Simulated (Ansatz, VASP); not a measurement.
# Two plane-wave programs on Mn

```
Mn
1.0
     2.57210    0.00000    0.00000
     0.00000    2.57210    0.00000
     0.00000    0.00000    3.45806
Mn
2
Direct
  0.00000 0.00000 0.00000
  0.50000 0.50000 0.50000
```

Alike in both runs: task single point; functional PBE; k mesh 14 × 14 × 10; occupations fermi-dirac, width 0.05 eV; collinear spin.

```csv
,VASP,Ansatz
version,VASP 6.6.1,Ansatz 0.2.0
potentials or method,"VASP PAW PBE potentials, release 64 (Mn_pv), cutoff 520 eV","plane waves (420 eV) with PAW, scalar-relativistic"
valence electrons in the cell,26,30
```

```csv
,VASP,Ansatz,Ansatz less VASP
pressure (GPa),0.7,0.4,-0.29
"traceless stress, the component that is largest in VASP (GPa)",-0.40,-0.47,-0.066
net moment per atom (μB),0.00,0.00,0.000
size of the moment on the site where the two differ most (μB),1.89,1.82,-0.067
```

Site moments also hang on the region over which each program counts them. The functional is the same, so the differences come from potentials, cutoffs and numerics. VASP's potentials hold 26 valence electrons a cell and Ansatz's 30, so a difference there can come from the potentials and not from the codes.
